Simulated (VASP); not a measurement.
# YNbN3 (P4/mbm) in VASP: notebook

The runs below take YNbN3 through relaxation of cell and atoms, single point, with PBE.

Everything below comes from runs of VASP 6.6.1. Logs are shortened: lines on timing, memory, paths and dates and some standing lists are left out, and cuts for length are marked.

### 1 The cell of the first run

It takes space group P4/mbm (No. 127, tetragonal). Conventional cell: a = 5.903 Å, b = 5.903 Å, c = 4.174 Å, α = 90.00°, β = 90.00°, γ = 90.00°. Within 3.7 Å of Y (site symmetry mmm) lie 12 N at 2.77 to 3.14 Å and 8 Nb at 3.61 Å. Nb (site symmetry 4/m) has 6 N at 2.09 to 2.10 Å within 2.8 Å. N (site symmetry m2m) has 2 Nb at 2.10 Å and 2 Y at 2.77 Å within 2.8 Å. N (site symmetry 4/m) has 2 Nb at 2.09 Å within 2.8 Å.

### 2 Relaxation of cell and atoms, PBE

Input file INCAR:

```
SYSTEM = YNbN3
ALGO     = Normal         ! electronic algorithm
EDIFF    = 1E-6           ! SCF threshold, eV
EDIFFG   = -0.04          ! ionic threshold
ENCUT    = 600            ! plane-wave cutoff, eV
GGA      = PE             ! functional
IBRION   = 2              ! ionic algorithm
ISIF     = 3              ! what is computed and relaxed
ISMEAR   = 0              ! smearing method
LASPH    = .TRUE.         ! aspherical terms in the spheres
LCHARG   = .FALSE.        ! write CHGCAR
LREAL    = .FALSE.        ! projectors in reciprocal space
LWAVE    = .FALSE.        ! write WAVECAR
NELM     = 80             ! most SCF steps
NSW      = 90             ! ionic steps
PREC     = Accurate       ! precision mode
SIGMA    = 0.1            ! smearing width, eV
```

Input file KPOINTS:

```
k-points
0
G
  4 4 4
  0 0 0
```

Input file POSCAR:

```
YNbN3
1.0
    5.9031800600      0.0000000000      0.0000000000
    0.0000000000      5.9031800600      0.0000000000
    0.0000000000      0.0000000000      4.1741786500
Y Nb N
2 2 6
Direct
    0.0000000000      0.5000000000      0.5000000000
    0.5000000000      0.0000000000      0.5000000000
    0.5000000000      0.5000000000      0.0000000000
    0.0000000000      0.0000000000      0.0000000000
    0.7813904000      0.2813904000      0.0000000000
    0.7186096000      0.7813904000      0.0000000000
    0.5000000000      0.5000000000      0.5000000000
    0.2186096000      0.7186096000      0.0000000000
    0.2813904000      0.2186096000      0.0000000000
    0.0000000000      0.0000000000      0.5000000000
```

Potentials or basis: VASP PAW PBE potentials, release 64 (Y_sv, Nb_sv, N).

Launch:

```console
> cat potpaw_PBE.64/Y_sv/POTCAR potpaw_PBE.64/Nb_sv/POTCAR potpaw_PBE.64/N/POTCAR > POTCAR
> mpirun -np 1 vasp_std > vasp.out
```

OUTCAR:

```text
SYSTEM = YNbN3
   EDIFF = 1E-6
   EDIFFG = -0.04
   ENCUT = 600
   GGA = PE
   IBRION = 2
   ISIF = 3
   ISMEAR = 0
   LASPH = .TRUE.
   LREAL = .FALSE.
   NELM = 80
   NSW = 90
   PREC = Accurate

 ion  position               nearest neighbor table
   1  0.000  0.500  0.500-   5 2.77   8 2.77   5 2.77   8 2.77   7 2.95  10 2.95  10 2.95   7 2.95
                             3 3.61   4 3.61   4 3.61   3 3.61   4 3.61   3 3.61   4 3.61   3 3.61
   2  0.500  0.000  0.500-   6 2.77   9 2.77   6 2.77   9 2.77   7 2.95  10 2.95   7 2.95  10 2.95
                             3 3.61   4 3.61   3 3.61   3 3.61   3 3.61   4 3.61   4 3.61   4 3.61
   3  0.500  0.500  0.000-   7 2.09   7 2.09   5 2.10   8 2.10   9 2.10   6 2.10   1 3.61   1 3.61
                             2 3.61   2 3.61   2 3.61   2 3.61   1 3.61   1 3.61
   4  0.000  0.000  0.000-  10 2.09  10 2.09   8 2.10   9 2.10   5 2.10   6 2.10   1 3.61   1 3.61
                             2 3.61   2 3.61   1 3.61   1 3.61   2 3.61   2 3.61
   5  0.781  0.281  0.000-   3 2.10   4 2.10   1 2.77   1 2.77
   6  0.719  0.781  0.000-   3 2.10   4 2.10   2 2.77   2 2.77
   7  0.500  0.500  0.500-   3 2.09   3 2.09   1 2.95   2 2.95   2 2.95   1 2.95
   8  0.219  0.719  0.000-   3 2.10   4 2.10   1 2.77   1 2.77
   9  0.281  0.219  0.000-   3 2.10   4 2.10   2 2.77   2 2.77
  10  0.000  0.000  0.500-   4 2.09   4 2.09   1 2.95   2 2.95   1 2.95   2 2.95

  LATTYP: Found a simple tetragonal cell.
 ALAT       =     5.9031800600
 C/A-ratio  =     0.7071067810

  Lattice vectors:

 A1 = (   5.9031800600,   0.0000000000,   0.0000000000)
 A2 = (   0.0000000000,   5.9031800600,   0.0000000000)
 A3 = (   0.0000000000,   0.0000000000,   4.1741786500)

Analysis of symmetry for initial positions (statically):
=====================================================================
 Subroutine PRICEL returns:
 Original cell was already a primitive cell.

 Routine SETGRP: Setting up the symmetry group for a
 simple tetragonal supercell.

 Subroutine GETGRP returns: Found 16 space group operations
 (whereof  8 operations were pure point group operations)
 out of a pool of 16 trial point group operations.

The static configuration has the point symmetry C_4h.
 The point group associated with its full space group is D_4h.

Analysis of symmetry for dynamics (positions and initial velocities):
=====================================================================
 Subroutine PRICEL returns:
 Original cell was already a primitive cell.

 Routine SETGRP: Setting up the symmetry group for a
 simple tetragonal supercell.

 Subroutine GETGRP returns: Found 16 space group operations
 (whereof  8 operations were pure point group operations)
 out of a pool of 16 trial point group operations.

The dynamic configuration has the point symmetry C_4h.
 The point group associated with its full space group is D_4h.

 Subroutine INISYM returns: Found 16 space group operations
 (whereof  8 operations are pure point group operations),
 and found     1 'primitive' translations

----------------------------------------------------------------------------------------

                                     Primitive cell

  volume of cell :     145.4598

  direct lattice vectors                    reciprocal lattice vectors
     5.903180060  0.000000000  0.000000000     0.169400220  0.000000000  0.000000000
     0.000000000  5.903180060  0.000000000     0.000000000  0.169400220  0.000000000
     0.000000000  0.000000000  4.174178650     0.000000000  0.000000000  0.239568088

  length of vectors
     5.903180060  5.903180060  4.174178650     0.169400220  0.169400220  0.239568088

  position of ions in fractional coordinates (direct lattice)
     0.000000000  0.500000000  0.500000000
     0.500000000  0.000000000  0.500000000
     0.500000000  0.500000000  0.000000000
     0.000000000  0.000000000  0.000000000
     0.781390400  0.281390400  0.000000000
     0.718609600  0.781390400  0.000000000
     0.500000000  0.500000000  0.500000000
     0.218609600  0.718609600  0.000000000
     0.281390400  0.218609600  0.000000000
     0.000000000  0.000000000  0.500000000

  ion indices of the primitive-cell ions
   primitive index   ion index
                 1           1
                 2           2
                 3           3
                 4           4
                 5           5
                 6           6
                 7           7
                 8           8
                 9           9
                10          10

----------------------------------------------------------------------------------------

 KPOINTS: k-points

Automatic generation of k-mesh.
 Grid dimensions read from file:
 generate k-points for:    4    4    4

 Generating k-lattice:

  Cartesian coordinates                     Fractional coordinates (reciprocal lattice)
     0.042350055  0.000000000  0.000000000     0.250000000  0.000000000  0.000000000
     0.000000000  0.042350055  0.000000000     0.000000000  0.250000000  0.000000000
     0.000000000  0.000000000  0.059892022     0.000000000  0.000000000  0.250000000

  Length of vectors
     0.042350055  0.042350055  0.059892022

  Shift w.r.t. Gamma in fractional coordinates (k-lattice)
     0.000000000  0.000000000  0.000000000

 Subroutine IBZKPT returns following result:
 ===========================================

 Found     18 irreducible k-points:

 Following reciprocal coordinates:
            Coordinates               Weight
  0.000000  0.000000  0.000000      1.000000
  0.250000  0.000000  0.000000      4.000000
  0.500000  0.000000  0.000000      2.000000
  0.250000  0.250000  0.000000      4.000000
  0.500000  0.250000  0.000000      4.000000
  0.500000  0.500000  0.000000      1.000000
[... 10 lines left out ...]
  0.500000  0.250000  0.500000      4.000000
  0.500000  0.500000  0.500000      1.000000
   k-points           NKPTS =     18   k-points in BZ     NKDIM =     18   number of bands    NBANDS=     46
   number of dos      NEDOS =    301   number of ions     NIONS =     10
   total plane-waves  NPLWV =  82944
   dimension x,y,z NGX =    48 NGY =   48 NGZ =   36
   dimension x,y,z NGXF=    96 NGYF=   96 NGZF=   72
   ions per type =               2   2   6
   NGX,Y,Z   is equivalent  to a cutoff of  13.52, 13.52, 14.34 a.u.
   NGXF,Y,Z  is equivalent  to a cutoff of  27.04, 27.04, 28.68 a.u.
 SYSTEM =  YNbN3
   PREC   = accura    normal or accurate (medium, high low for compatibility)
   ISTART =      0    job   : 0-new  1-cont  2-samecut
   ICHARG =      2    charge: 1-file 2-atom 10-const
   ISPIN  =      1    spin polarized calculation?
   LNONCOLLINEAR =      F non collinear calculations
   LSORBIT =      F    spin-orbit coupling
   LASPH  =      T    aspherical Exc in radial PAW
   ENCUT  =  600.0 eV  44.10 Ry    6.64 a.u.  11.79 11.79  8.34*2*pi/ulx,y,z
   NELM   =     80;   NELMIN=  2; NELMDL= -5     # of ELM steps
   EDIFF  = 0.1E-05   stopping-criterion for ELM
   LREAL  =      F    real-space projection
   EDIFFG = -.4E-01   stopping-criterion for IOM
   NSW    =     90    number of steps for IOM
   IBRION =      2    ionic relax: 0-MD 1-quasi-New 2-CG
   NFREE  =      1    steps in history (QN), initial steepest desc. (CG)
   ISIF   =      3    stress and relaxation
   ISYM   =      2    0-nonsym 1-usesym 2-fastsym
   POTIM  = 0.5000    time-step for ionic-motion
   TEBEG  =    0.0;   TEEND  =   0.0 temperature during run
   PSTRESS=    0.0 pullay stress
   NELECT =      78.0000    total number of electrons
   NUPDOWN=      -1.0000    fix difference up-down
   EMIN   =  10.00;   EMAX   =-10.00  energy-range for DOS
   EFERMI =   0.00;   METHOD = LEGACY
   ISMEAR =     0;   SIGMA  =   0.10  broadening in eV -4-tet -1-fermi 0-gaus
   EFERMI_NEDOS =   21; number of points for ismear=-14 and -15
   IALGO  =     38    algorithm
   IMIX   =      4    mixing-type and parameters
     AMIX     =   0.40;   BMIX     =  1.00
     AMIX_MAG =   1.60;   BMIX_MAG =  1.00
  volume/ion in A,a.u.               =      14.55        98.16
  Fermi-wavevector in a.u.,A,eV,Ry     =   1.330022  2.513376 24.068124  1.768957
  Thomas-Fermi vector in A             =   2.459140
   LORBIT       =      0    0 simple, 1 ext, 2 COOP (PROOUT), +10 PAW based schemes
   GGA     = PE    functional components
   LHFCALC =     F    Hartree Fock is set to
   AEXX    =    0.0000 exact exchange contribution
   IVDW    =     0    specifies the selected vdW correction
   LEPSILON=     F    determine dielectric tensor
   LRPA    =     F    only Hartree local field effects (RPA)
 conjugate gradient relaxation of ions
 non-spin polarized calculation
 Gauss-broadening in eV      SIGMA  =   0.10
  energy-cutoff  :      600.00
  volume of cell :      145.46
 maximum number of plane-waves:      4933
 NGX is ok and might be reduce to    48
   NGX = 23   NGY = 23   NGZ = 17

--------------------------------------- Ionic step        1  -------------------------------------------

 number of electron      78.0000002 magnetization

 Free energy of the ion-electron system (eV)
  ---------------------------------------------------
  ext. energy  EPLUGINS =         0.00000000
  ---------------------------------------------------
  free energy    TOTEN  =       -90.37928815 eV

  energy without entropy =      -90.34571506  energy(sigma->0) =      -90.36250161

------------------------ aborting loop because EDIFF is reached ----------------------------------------

  FORCE on cell =-STRESS in cart. coord.  units (eV):
  Direction    XX          YY          ZZ          XY          YZ          ZX
  --------------------------------------------------------------------------------------
  -------------------------------------------------------------------------------------
  Total      -15.8869481    -15.8869481    -14.7107388      0.0000000      0.0000000      0.0000000
  in kB     -174.9878790   -174.9878790   -162.0324406      0.0000000      0.0000000      0.0000000
  external PRESSURE =    -170.6693995 kB  Pullay stress =       0.0000000 kB
[... 113 lines left out ...]
  FREE ENERGIE OF THE ION-ELECTRON SYSTEM (eV)
  ---------------------------------------------------
  free  energy   TOTEN  =       -91.2611056899 eV

  energy  without entropy=      -91.2410589351  energy(sigma->0) =      -91.25108231

[... ionic steps 4 to 14 ...]

--------------------------------------- Ionic step       15  -------------------------------------------

 number of electron      78.0000005 magnetization

------------------------ aborting loop because EDIFF is reached ----------------------------------------
[... 83 lines left out ...]
--------------------------------------- Ionic step       17  -------------------------------------------

 number of electron      78.0000006 magnetization

 Free energy of the ion-electron system (eV)
  ---------------------------------------------------
  ext. energy  EPLUGINS =         0.00000000
  ---------------------------------------------------
  free energy    TOTEN  =       -92.26381004 eV

  energy without entropy =      -92.24339474  energy(sigma->0) =      -92.25360239

 E-fermi :   6.2711     XC(G=0): -11.6664

 val. band max:        6.2293643411   @ k =   0.5000   0.0000   0.5000
 cond. band min:       6.3003546845   @ k =   0.2500   0.2500   0.0000
 fundamental gap:      0.0709903434
 Fermi energy:         6.2711246242

 k-point     1 :       0.0000    0.0000    0.0000
  band No.  band energies     occupation
      1     -48.4481      2.00000
      2     -48.4415      2.00000
      3     -35.3632      2.00000
      4     -35.3454      2.00000
      5     -24.6516      2.00000
      6     -24.6516      2.00000
[... 908 lines left out ...]
  FREE ENERGIE OF THE ION-ELECTRON SYSTEM (eV)
  ---------------------------------------------------
  free  energy   TOTEN  =       -92.2638100380 eV

  energy  without entropy=      -92.2433947438  energy(sigma->0) =      -92.25360239

 reached required accuracy - stopping structural energy minimisation
```

Wall time 17 min (1 thread of Intel Xeon 6975P-C (Granite Rapids), shared host); peak memory 0.4 GiB.

What came out:

```
Free energy                           : -92.2638 eV
Relaxed volume                        : 12.52 Å³/atom
Relaxed cell                          : a = 5.462 Å, b = 5.462 Å, c = 4.198 Å, α = 90.00°, β = 90.00°, γ = 90.00°
Space group after relaxing (to 0.1 Å) : P4/mbm (No. 127)
Energy gained by relaxing             : 188.5 meV/atom
Ionic steps                           : 17
Pressure after relaxing               : 0.1 GPa
Band gap on the k mesh                : zero (bands 39 and 40 overlap by 1.30 eV)
```

Forces in eV/Å, atoms in the order of the input:
```
Y    0.000  0.000  0.000
Y    0.000  0.000  0.000
Nb   0.000  0.000  0.000
Nb   0.000  0.000  0.000
N   -0.002 -0.002  0.000
N    0.002 -0.002  0.000
N    0.000  0.000  0.000
N    0.002  0.002  0.000
N   -0.002  0.002  0.000
N    0.000  0.000  0.000
```

Stress tensor (GPa, compression positive):
```
 0.13  0.00  0.00
 0.00  0.13  0.00
 0.00  0.00 -0.11
```

The path:
```csv
step,energy change (eV),largest force (eV/Å),pressure (GPa),volume (Å³)
1,0.0000,0.4409,-17.07,145.46
2,0.4947,1.0938,32.58,115.22
3,-0.8818,0.6647,-0.31,130.92
4,-0.8826,0.6718,0.24,130.55
5,-0.9668,0.7096,0.25,130.31
6,-1.2020,0.7589,0.16,129.58
7,-1.5815,0.7769,-0.54,128.02
8,-1.6572,0.2727,-3.01,124.55
9,-1.8165,0.1543,-2.04,126.04
10,-1.8348,0.2849,1.62,123.37
11,-1.8523,0.1014,0.01,124.45
12,-1.8676,0.0996,-0.26,124.82
13,-1.8814,0.0918,-0.73,125.54
14,-1.8817,0.0918,-0.78,125.64
15,-1.8821,0.0072,1.12,124.68
16,-1.8838,0.0468,0.24,125.13
17,-1.8845,0.0024,0.05,125.24
```

Final structure:
```xyz
10
Lattice="5.4620 0.0000 0.0000 0.0000 5.4620 0.0000 0.0000 0.0000 4.1982" Properties=species:S:1:pos:R:3 pbc="T T T"
Y     0.0000    2.7310    2.0991
Y     2.7310    5.4620    2.0991
Nb    2.7310    2.7310    0.0000
Nb    0.0000    5.4620    0.0000
N     4.6065    1.8755    0.0000
N     3.5865    4.6065    0.0000
N     2.7310    2.7310    2.0991
N     0.8555    3.5865    0.0000
N     1.8755    0.8555    0.0000
N     0.0000    5.4620    2.0991
```

Caveat: the k points lie up to 0.37 Å⁻¹ apart in the final cell, too coarse for converged energies and pressures of a metal.

### 3 Single point, PBE, collinear spin, zero start

Input file INCAR:

```
SYSTEM = YNbN3
  PREC = Accurate
  ENCUT = 520
  EDIFF = 1E-7
  ISMEAR = 0
  SIGMA = 0.1
  LREAL = .False.
  LASPH = .True.
  NELM = 150
  ALGO = Normal
  ISIF = 2
  LWAVE = .False.
  LCHARG = .True.
  ISPIN = 2
  MAGMOM = 0 0 0 0 0 0 0 0 0 0
  LORBIT = 11
  LMAXMIX = 4
  GGA = PE
  LELF = .True.
  LVHAR = .True.
  NBANDS = 54
```

Input file KPOINTS:

```
Automatic mesh
0
Gamma
  4 4 4
  0 0 0
```

POSCAR is that of step 2.

Potentials or basis: VASP PAW PBE potentials, release 64 (Y_sv, Nb_sv, N).

Launch:

```console
> cat potpaw_PBE.64/Y_sv/POTCAR potpaw_PBE.64/Nb_sv/POTCAR potpaw_PBE.64/N/POTCAR > POTCAR
> mpirun -np 1 vasp_std > vasp.out
```

It took 3.3 min on 1 thread of Intel Xeon 6975P-C (Granite Rapids), shared host; peak memory 0.45 GiB.

Results (log left out):

- Free energy: -90.3694 eV
- Pressure: -17.0 GPa
- Largest force: 0.441 eV/Å
- Band gap on the k mesh: zero (filled and empty bands overlap)
- Net moment: 0.00 μB per cell
- Valence electrons inside the program's atomic spheres: Y 8.96; Nb 10.43; N 3.62, 3.63 (each value once)

Forces in eV/Å, atoms in the order of the input:
```
Y    0.000  0.000  0.000
Y    0.000  0.000  0.000
Nb   0.000  0.000  0.000
Nb   0.000  0.000  0.000
N    0.312  0.312  0.000
N   -0.312  0.312  0.000
N    0.000  0.000  0.000
N   -0.312 -0.312  0.000
N    0.312 -0.312  0.000
N    0.000  0.000  0.000
```

Stress tensor (GPa, compression positive):
```
-17.38   0.00   0.00
  0.00 -17.38   0.00
  0.00   0.00 -16.09
```

Levels at points of the mesh, in eV from the Fermi level:
Spin up:
```csv
k point,band 35,band 36,band 37,band 38,band 39,band 40,band 41,band 42,band 43,band 44
"(0.00, 0.00, 0.00)",-0.57,-0.57,-0.17,0.31,0.31,0.32,0.57,0.57,0.70,1.99
"(0.50, 0.00, 0.00)",-1.15,-1.15,-0.45,-0.45,-0.27,-0.27,2.10,2.10,2.31,2.31
"(0.50, 0.50, 0.00)",-1.89,-1.89,-0.05,-0.05,0.00,0.00,1.03,1.03,3.28,3.28
"(0.00, 0.00, 0.50)",-2.02,-0.02,-0.02,0.44,0.71,0.71,1.11,3.19,3.26,3.27
"(0.50, 0.00, 0.50)",-0.60,-0.60,-0.51,-0.51,-0.07,-0.07,3.11,3.11,3.29,3.29
"(0.50, 0.50, 0.50)",-1.47,-1.47,-0.77,-0.77,0.35,0.35,3.08,3.08,3.44,3.44
```
Spin down:
| k point | band 35 | band 36 | band 37 | band 38 | band 39 | band 40 | band 41 | band 42 | band 43 | band 44 |
| --- | --- | --- | --- | --- | --- | --- | --- | --- | --- | --- |
| (0.00, 0.00, 0.00) | -0.56 | -0.56 | -0.17 | 0.31 | 0.31 | 0.32 | 0.57 | 0.57 | 0.70 | 1.99 |
| (0.50, 0.00, 0.00) | -1.15 | -1.15 | -0.45 | -0.45 | -0.27 | -0.27 | 2.10 | 2.10 | 2.31 | 2.31 |
| (0.50, 0.50, 0.00) | -1.89 | -1.89 | -0.05 | -0.05 | 0.00 | 0.00 | 1.03 | 1.03 | 3.28 | 3.28 |
| (0.00, 0.00, 0.50) | -2.02 | -0.02 | -0.02 | 0.44 | 0.71 | 0.71 | 1.11 | 3.19 | 3.26 | 3.27 |
| (0.50, 0.00, 0.50) | -0.60 | -0.60 | -0.51 | -0.51 | -0.07 | -0.07 | 3.11 | 3.11 | 3.29 | 3.29 |
| (0.50, 0.50, 0.50) | -1.47 | -1.47 | -0.77 | -0.77 | 0.35 | 0.35 | 3.08 | 3.08 | 3.44 | 3.44 |

Caveat: the k points lie up to 0.38 Å⁻¹ apart, too coarse for converged energies and pressures of a metal.

The gap in the log of VASP goes by the Fermi energy; the results here count the filled bands.